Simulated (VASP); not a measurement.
# CuI (Marshite) (I-4m2) in VASP: further runs

The runs below take CuI (Marshite) through single point, with LDA.

Program: VASP 6.6.1. These are calculated values, not measurements. Logs are shortened: lines on timing, memory, paths and dates and some standing lists are left out, and cuts for length are marked.

### 1 The cell of the first run

It takes space group I-4m2 (No. 119, tetragonal). Conventional cell: a = 4.104 Å, b = 4.104 Å, c = 5.946 Å, α = 90.00°, β = 90.00°, γ = 90.00°. Cu (site symmetry -4m2) has 4 I at 2.53 Å within 3.3 Å. I (site symmetry -4m2) has 4 Cu at 2.53 Å within 3.3 Å.

### 2 Single point, LDA (film at in-plane strain -0.01)

INCAR

```
SYSTEM = CuI
PREC     = Accurate       ! precision mode
ENCUT    = 520            ! plane-wave cutoff, eV
EDIFF    = 1E-7           ! SCF threshold, eV
ISMEAR   = 0              ! smearing method
SIGMA    = 0.01           ! smearing width, eV
LREAL    = .False.        ! projectors in reciprocal space
LASPH    = .True.         ! aspherical terms in the spheres
NELM     = 60             ! most SCF steps
ALGO     = Normal         ! electronic algorithm
ISIF     = 2              ! what is computed and relaxed
LWAVE    = .False.        ! write WAVECAR
LCHARG   = .False.        ! write CHGCAR
GGA      = CA             ! functional
NBANDS   = 16             ! bands
```

KPOINTS

```
regular mesh
0
Gamma
  6 6 6
  0 0 0
```

POSCAR

```
CuI
1.0
    2.9016788446      2.9016788446      0.0000000000
   -2.9016788446      2.9016788446      0.0000000000
    0.0000000000      2.9016788446      2.9728395588
Cu I
1 1
Direct
    0.7500000000      0.2500000000      0.5000000000
    0.0000000000      0.0000000000      0.0000000000
```

Potentials or basis: VASP PAW LDA potentials, release 64 (Cu, I).

Launch:

```
$ cat potpaw_LDA.64/Cu/POTCAR potpaw_LDA.64/I/POTCAR > POTCAR
$ mpirun -np 1 vasp_std > vasp.out
```

OUTCAR:

```text
SYSTEM = CuI
   PREC = Accurate
   ENCUT = 520
   EDIFF = 1E-7
   ISMEAR = 0
   LREAL = .False.
   LASPH = .True.
   NELM = 60
   ISIF = 2
   GGA = CA

 ion  position               nearest neighbor table
   1  0.750  0.250  0.500-   2 2.53   2 2.53   2 2.53   2 2.53
   2  0.000  0.000  0.000-   1 2.53   1 2.53   1 2.53   1 2.53

  LATTYP: Found a body centered tetragonal cell.
 ALAT       =     4.1035935757
 C/A-ratio  =     1.4488957076

  Lattice vectors:

 A1 = (   2.9016788446,   0.0000000000,  -2.9728395588)
 A2 = (  -2.9016788446,   0.0000000000,  -2.9728395588)
 A3 = (   0.0000000000,   2.9016788446,   2.9728395588)

Analysis of symmetry for initial positions (statically):
=====================================================================
 Subroutine PRICEL returns:
 Original cell was already a primitive cell.

 Routine SETGRP: Setting up the symmetry group for a
 body centered tetragonal supercell.

 Subroutine GETGRP returns: Found  8 space group operations
 (whereof  8 operations were pure point group operations)
 out of a pool of 16 trial point group operations.

The static configuration has the point symmetry D_2d.

Analysis of symmetry for dynamics (positions and initial velocities):
=====================================================================
 Subroutine PRICEL returns:
 Original cell was already a primitive cell.

 Routine SETGRP: Setting up the symmetry group for a
 body centered tetragonal supercell.

 Subroutine GETGRP returns: Found  8 space group operations
 (whereof  8 operations were pure point group operations)
 out of a pool of 16 trial point group operations.

The dynamic configuration has the point symmetry D_2d.

 Subroutine INISYM returns: Found  8 space group operations
 (whereof  8 operations are pure point group operations),
 and found     1 'primitive' translations

----------------------------------------------------------------------------------------

                                     Primitive cell

  volume of cell :      50.0611

  direct lattice vectors                    reciprocal lattice vectors
     2.901678845  2.901678845  0.000000000     0.172314038  0.172314038 -0.168189366
    -2.901678845  2.901678845  0.000000000    -0.172314038  0.172314038 -0.168189366
     0.000000000  2.901678845  2.972839559     0.000000000  0.000000000  0.336378732

  length of vectors
     4.103593576  4.103593576  4.154216552     0.296094442  0.296094442  0.336378732

  position of ions in fractional coordinates (direct lattice)
     0.750000000  0.250000000  0.500000000
     0.000000000  0.000000000  0.000000000

  ion indices of the primitive-cell ions
   primitive index   ion index
                 1           1
                 2           2

----------------------------------------------------------------------------------------

 KPOINTS: regular mesh

Automatic generation of k-mesh.
 Grid dimensions read from file:
 generate k-points for:    6    6    6

 Generating k-lattice:

  Cartesian coordinates                     Fractional coordinates (reciprocal lattice)
     0.028719006  0.028719006 -0.028031561     0.166666667  0.000000000  0.000000000
    -0.028719006  0.028719006 -0.028031561     0.000000000  0.166666667  0.000000000
     0.000000000  0.000000000  0.056063122     0.000000000  0.000000000  0.166666667

  Length of vectors
     0.049349074  0.049349074  0.056063122

  Shift w.r.t. Gamma in fractional coordinates (k-lattice)
     0.000000000  0.000000000  0.000000000

 Subroutine IBZKPT returns following result:
 ===========================================

 Found     30 irreducible k-points:

 Following reciprocal coordinates:
            Coordinates               Weight
  0.000000  0.000000  0.000000      1.000000
  0.166667  0.000000  0.000000      8.000000
  0.333333  0.000000  0.000000      8.000000
  0.500000  0.000000  0.000000      4.000000
  0.166667  0.166667  0.000000      8.000000
  0.333333  0.166667  0.000000     16.000000
[... 16 lines left out ...]
 -0.333333 -0.333333  0.166667      4.000000
 -0.166667 -0.333333  0.166667     16.000000
 [... further k-points ...]
   k-points           NKPTS =     30   k-points in BZ     NKDIM =     30   number of bands    NBANDS=     16
   number of dos      NEDOS =    301   number of ions     NIONS =      2
   total plane-waves  NPLWV =  32768
   dimension x,y,z NGX =    32 NGY =   32 NGZ =   32
   dimension x,y,z NGXF=    64 NGYF=   64 NGZF=   64
   ions per type =               1   1
   NGX,Y,Z   is equivalent  to a cutoff of  12.96, 12.96, 12.81 a.u.
   NGXF,Y,Z  is equivalent  to a cutoff of  25.93, 25.93, 25.61 a.u.
 SYSTEM =  CuI
   PREC   = accura    normal or accurate (medium, high low for compatibility)
   ISTART =      0    job   : 0-new  1-cont  2-samecut
   ICHARG =      2    charge: 1-file 2-atom 10-const
   ISPIN  =      1    spin polarized calculation?
   LNONCOLLINEAR =      F non collinear calculations
   LSORBIT =      F    spin-orbit coupling
   LASPH  =      T    aspherical Exc in radial PAW
   ENCUT  =  520.0 eV  38.22 Ry    6.18 a.u.   7.63  7.63  7.72*2*pi/ulx,y,z
   NELM   =     60;   NELMIN=  2; NELMDL= -5     # of ELM steps
   EDIFF  = 0.1E-06   stopping-criterion for ELM
   LREAL  =      F    real-space projection
   EDIFFG = 0.1E-05   stopping-criterion for IOM
   NSW    =      0    number of steps for IOM
   IBRION =     -1    ionic relax: 0-MD 1-quasi-New 2-CG
   NFREE  =      0    steps in history (QN), initial steepest desc. (CG)
   ISIF   =      2    stress and relaxation
   ISYM   =      2    0-nonsym 1-usesym 2-fastsym
   POTIM  = 0.5000    time-step for ionic-motion
   TEBEG  =    0.0;   TEEND  =   0.0 temperature during run
   PSTRESS=    0.0 pullay stress
   NELECT =      18.0000    total number of electrons
   NUPDOWN=      -1.0000    fix difference up-down
   EMIN   =  10.00;   EMAX   =-10.00  energy-range for DOS
   EFERMI =   0.00;   METHOD = LEGACY
   ISMEAR =     0;   SIGMA  =   0.01  broadening in eV -4-tet -1-fermi 0-gaus
   EFERMI_NEDOS =   21; number of points for ismear=-14 and -15
   IALGO  =     38    algorithm
   IMIX   =      4    mixing-type and parameters
     AMIX     =   0.40;   BMIX     =  1.00
     AMIX_MAG =   1.60;   BMIX_MAG =  1.00
  volume/ion in A,a.u.               =      25.03       168.91
  Fermi-wavevector in a.u.,A,eV,Ry     =   1.164123  2.199874 18.438382  1.355183
  Thomas-Fermi vector in A             =   2.300665
   LORBIT       =      0    0 simple, 1 ext, 2 COOP (PROOUT), +10 PAW based schemes
   GGA     = CA    functional components
   LHFCALC =     F    Hartree Fock is set to
   AEXX    =    0.0000 exact exchange contribution
   IVDW    =     0    specifies the selected vdW correction
   LEPSILON=     F    determine dielectric tensor
   LRPA    =     F    only Hartree local field effects (RPA)
 non-spin polarized calculation
 Gauss-broadening in eV      SIGMA  =   0.01
  energy-cutoff  :      520.00
  volume of cell :       50.06
 maximum number of plane-waves:      1379
 NGX is ok and might be reduce to    32
   NGX = 15   NGY = 15   NGZ = 15

 number of electron      17.9999990 magnetization

 Free energy of the ion-electron system (eV)
  ---------------------------------------------------
  ext. energy  EPLUGINS =         0.00000000
  ---------------------------------------------------
  free energy    TOTEN  =        -6.99089037 eV

  energy without entropy =       -6.99089037  energy(sigma->0) =       -6.99089037

 E-fermi :   5.5461     XC(G=0):  -9.7921

 val. band max:        5.4332411587   @ k =   0.0000   0.0000   0.0000
 cond. band min:       6.7180328952   @ k =   0.0000   0.0000   0.0000
 fundamental gap:      1.2847917365
 Fermi energy:         5.5460874900

 k-point     1 :       0.0000    0.0000    0.0000
  band No.  band energies     occupation
      1      -9.1815      2.00000
      2       1.2346      2.00000
      3       1.2640      2.00000
      4       1.2640      2.00000
      5       2.9939      2.00000
      6       3.0207      2.00000
[... 8 lines left out ...]
     15      15.0746      0.00000
     16      15.4807      0.00000

 k-point     2 :       0.1667    0.0000    0.0000
  band No.  band energies     occupation
      1      -9.0207      2.00000
      2       0.7491      2.00000
      3       1.2567      2.00000
      4       1.2913      2.00000
      5       2.9847      2.00000
      6       3.0065      2.00000
[... 8 lines left out ...]
     15      14.3552      0.00000
     16      14.5289      0.00000

 k-point     3 :       0.3333    0.0000    0.0000
  band No.  band energies     occupation
      1      -8.6601      2.00000
      2      -0.3037      2.00000
      3       1.2694      2.00000
      4       1.3380      2.00000
      5       3.0037      2.00000
      6       3.0110      2.00000
[... 8 lines left out ...]
     15      14.7910      0.00000
     16      14.8362      0.00000

 k-point     4 :       0.5000    0.0000    0.0000
  band No.  band energies     occupation
      1      -8.4541      2.00000
      2      -0.8414      2.00000
      3       1.2696      2.00000
      4       1.3563      2.00000
      5       3.0373      2.00000
      6       3.0385      2.00000
[... 8 lines left out ...]
     15      16.5464      0.00000
     16      16.7291      0.00000
[... 324 lines left out ...]
 k-point    22 :      -0.1667    0.5000    0.1667
  band No.  band energies     occupation
      1      -8.4032      2.00000
      2      -0.3139      2.00000
      3       0.7490      2.00000
      4       1.2908      2.00000
      5       2.9334      2.00000
      6       3.0376      2.00000
[... 8 lines left out ...]
     15      16.8691      0.00000
     16      17.9367      0.00000

 k-point    23 :      -0.3333   -0.3333    0.1667
  band No.  band energies     occupation
      1      -8.1962      2.00000
      2      -0.4406      2.00000
      3       0.5766      2.00000
      4       1.1562      2.00000
      5       2.9279      2.00000
      6       2.9574      2.00000
[... 8 lines left out ...]
     15      17.2564      0.00000
     16      17.8048      0.00000

 k-point    24 :      -0.1667   -0.3333    0.1667
  band No.  band energies     occupation
      1      -8.2711      2.00000
      2      -0.3602      2.00000
      3       0.4340      2.00000
      4       1.2593      2.00000
      5       2.8896      2.00000
      6       3.0016      2.00000
[... 8 lines left out ...]
     15      16.8214      0.00000
     16      17.6200      0.00000

 [... further k-points ...]
[... 5 lines left out ...]
  --------------------------------------------------------------------------------------
  -------------------------------------------------------------------------------------
  Total        0.2008154      0.2008154      0.0345621      0.0000000      0.0000000     -0.0000000
  in kB        6.4269865      6.4269865      1.1061426      0.0000000      0.0000000     -0.0000000
  external PRESSURE =       4.6533718 kB  Pullay stress =       0.0000000 kB

 VOLUME and BASIS-vectors are now :
 -----------------------------------------------------------------------------
  energy-cutoff  :      520.00
  volume of cell :       50.06
      direct lattice vectors                 reciprocal lattice vectors
     2.901678845  2.901678845  0.000000000     0.172314038  0.172314038 -0.168189366
    -2.901678845  2.901678845  0.000000000    -0.172314038  0.172314038 -0.168189366
     0.000000000  2.901678845  2.972839559     0.000000000  0.000000000  0.336378732

 POSITION                                       TOTAL-FORCE (eV/Angst)
 -----------------------------------------------------------------------------------
      1.45084      4.35252      1.48642         0.000000      0.000000      0.000000
      0.00000      0.00000      0.00000        -0.000000     -0.000000      0.000000
 -----------------------------------------------------------------------------------
    total drift:                               -0.000000     -0.000000     -0.000000

  FREE ENERGIE OF THE ION-ELECTRON SYSTEM (eV)
  ---------------------------------------------------
  free  energy   TOTEN  =        -6.9908903665 eV

  energy  without entropy=       -6.9908903665  energy(sigma->0) =       -6.99089037
```

Wall time 13 s (1 thread of Intel Xeon Platinum 8488C (Sapphire Rapids), shared host); peak memory 0.16 GiB.

Results:

* Free energy: -6.9909 eV
* Pressure: 0.5 GPa
* Band gap on the k mesh: 1.28 eV, direct

Stress tensor (GPa, compression positive):
```
0.64 0.00 0.00
0.00 0.64 0.00
0.00 0.00 0.11
```

Levels at points of the mesh, in eV from the valence-band top:
```
           k point  band 6  band 7  band 8  band 9  band 10  band 11  band 12  band 13
(0.00, 0.00, 0.00)   -2.41   -0.05    0.00    0.00     1.28     4.70     4.74     4.74
(0.50, 0.00, 0.00)   -2.39   -2.34   -0.95   -0.89     2.13     5.22     5.40     7.36
(0.50, 0.50, 0.00)   -2.35   -2.31   -2.00   -1.95     2.34     2.69     9.87    10.12
(0.00, 0.00, 0.50)   -2.36   -2.32   -1.97   -1.97     2.46     2.88     9.67    10.27
```

Caveat: the cell differs from its parent crystal (film at in-plane strain -0.01); spin-orbit coupling is left out, which moves the levels of the heavy elements.

### 3 Single point, LDA (in-plane strain -0.005, then relaxed in part)

INCAR

```
ALGO = Normal
EDIFF = 1E-7
ENCUT = 520
ISIF = 2
ISMEAR = 0
LASPH = True
LCHARG = False
LREAL = False
LWAVE = False
NBANDS = 16
NELM = 80
PREC = Accurate
SIGMA = 0.01
```

KPOINTS

```
k-points
0
Gamma
  6 6 6
```

POSCAR

```
CuI
1.0
    2.9163337882      2.9163337882      0.0000000000
   -2.9163337882      2.9163337882      0.0000000000
    0.0000000000      2.9163337882      2.9525567720
Cu I
1 1
Direct
    0.7500000000      0.2500000000      0.5000000000
    0.0000000000      0.0000000000      0.0000000000
```

Potentials or basis: VASP PAW LDA potentials, release 64 (Cu, I).

Launch:

```
$ cat potpaw_LDA.64/Cu/POTCAR potpaw_LDA.64/I/POTCAR > POTCAR
$ mpirun -np 1 vasp_std > vasp.out
```

OUTCAR:

```text
EDIFF = 1E-7
   ENCUT = 520
   ISIF = 2
   ISMEAR = 0
   LASPH = True
   LREAL = False
   NELM = 80
   PREC = Accurate

 ion  position               nearest neighbor table
   1  0.750  0.250  0.500-   2 2.54   2 2.54   2 2.54   2 2.54
   2  0.000  0.000  0.000-   1 2.54   1 2.54   1 2.54   1 2.54

  LATTYP: Found a body centered tetragonal cell.
 ALAT       =     4.1243187957
 C/A-ratio  =     1.4317791220

  Lattice vectors:

 A1 = (   2.9163337882,   0.0000000000,  -2.9525567720)
[... 626 lines left out ...]
      3       0.4155      2.00000
      4       1.2258      2.00000
      5       2.8662      2.00000
      6       2.9798      2.00000
[... 8 lines left out ...]
     15      16.8006      0.00000
     16      17.6204      0.00000

 [... further k-points ...]
[... 5 lines left out ...]
  --------------------------------------------------------------------------------------
  -------------------------------------------------------------------------------------
  Total        0.1151018      0.1151018      0.0314700      0.0000000      0.0000000      0.0000000
  in kB        3.6718916      3.6718916      1.0039336      0.0000000      0.0000000      0.0000000
  external PRESSURE =       2.7825723 kB  Pullay stress =       0.0000000 kB

 VOLUME and BASIS-vectors are now :
 -----------------------------------------------------------------------------
  energy-cutoff  :      520.00
  volume of cell :       50.22
      direct lattice vectors                 reciprocal lattice vectors
     2.916333788  2.916333788  0.000000000     0.171448139  0.171448139 -0.169344754
    -2.916333788  2.916333788  0.000000000    -0.171448139  0.171448139 -0.169344754
     0.000000000  2.916333788  2.952556772     0.000000000  0.000000000  0.338689508

 POSITION                                       TOTAL-FORCE (eV/Angst)
 -----------------------------------------------------------------------------------
      1.45817      4.37450      1.47628         0.000000     -0.000000      0.000000
      0.00000      0.00000      0.00000        -0.000000      0.000000      0.000000
 -----------------------------------------------------------------------------------
    total drift:                                0.000000     -0.000000     -0.000000

  FREE ENERGIE OF THE ION-ELECTRON SYSTEM (eV)
  ---------------------------------------------------
  free  energy   TOTEN  =        -6.9922876632 eV

  energy  without entropy=       -6.9922876632  energy(sigma->0) =       -6.99228766
```

OSZICAR:

```text
N       E                     dE             d eps       ncg     rms          rms(c)
DAV:   1     0.954000100645E+02    0.95400E+02   -0.77147E+03   960   0.126E+03
DAV:   2    -0.130348834843E+01   -0.96703E+02   -0.87713E+02  1048   0.239E+02
DAV:   3    -0.715443238457E+01   -0.58509E+01   -0.57689E+01  1264   0.605E+01
DAV:   4    -0.731797599784E+01   -0.16354E+00   -0.16348E+00  1176   0.963E+00
DAV:   5    -0.732730232064E+01   -0.93263E-02   -0.93258E-02  1456   0.256E+00    0.642E+00
DAV:   6    -0.721864815686E+01    0.10865E+00   -0.37850E+00  1064   0.565E+01    0.404E+00
DAV:   7    -0.700008012351E+01    0.21857E+00   -0.91861E-01  1120   0.343E+01    0.198E+00
DAV:   8    -0.699614049511E+01    0.39396E-02   -0.48066E-02  1520   0.338E+00    0.533E-01
DAV:   9    -0.699242314441E+01    0.37174E-02   -0.98171E-03  1208   0.308E+00    0.258E-01
DAV:  10    -0.699244168978E+01   -0.18545E-04   -0.60156E-04  1328   0.164E-01    0.170E-01
DAV:  11    -0.699228618147E+01    0.15551E-03   -0.74354E-04  1296   0.947E-01    0.310E-02
DAV:  12    -0.699229016590E+01   -0.39844E-05   -0.84049E-05  1464   0.103E-01    0.409E-02
DAV:  13    -0.699228872670E+01    0.14392E-05   -0.32791E-06  1528   0.153E-02    0.137E-02
DAV:  14    -0.699228773356E+01    0.99314E-06   -0.15601E-06  1264   0.429E-02    0.557E-03
DAV:  15    -0.699228766317E+01    0.70381E-07   -0.96184E-07  1544   0.217E-02
   1 F= -.69922877E+01 E0= -.69922877E+01  d E =-.240669E-35
```

stdout:

```text
POSCAR found type information on POSCAR CuI
 POSCAR found :  2 types and       2 ions
 scaLAPACK will be used
 LDA part: xc-table for (Slater(with rela. corr.)+CA(PZ))
 , standard interpolation
 POSCAR, INCAR and KPOINTS ok, starting setup
 FFT: planning ... GRIDC
 FFT: planning ... GRID_SOFT
 FFT: planning ... GRID
 WAVECAR not read
 entering main loop
```

It took 13 s on 1 thread of Intel Xeon Platinum 8488C (Sapphire Rapids), shared host; peak memory 0.16 GiB.

Results:

- Free energy: -6.9923 eV
- Pressure: 0.3 GPa
- Band gap on the k mesh: 1.28 eV, direct

Levels at points of the mesh, in eV from the valence-band top:
```
           k point  band 7  band 8  band 9  band 10  band 11  band 12
(0.00, 0.00, 0.00)   -0.03    0.00    0.00     1.28     4.72     4.75
(0.50, 0.00, 0.00)   -2.32   -0.93   -0.89     2.14     5.27     5.36
(0.50, 0.50, 0.00)   -2.30   -1.97   -1.94     2.38     2.73     9.83
(0.00, 0.00, 0.50)   -2.30   -1.95   -1.95     2.44     2.83     9.72
```

Caveat: the cell differs from its parent crystal (in-plane strain -0.005, then relaxed in part); spin-orbit coupling is left out, which moves the levels of the heavy elements.
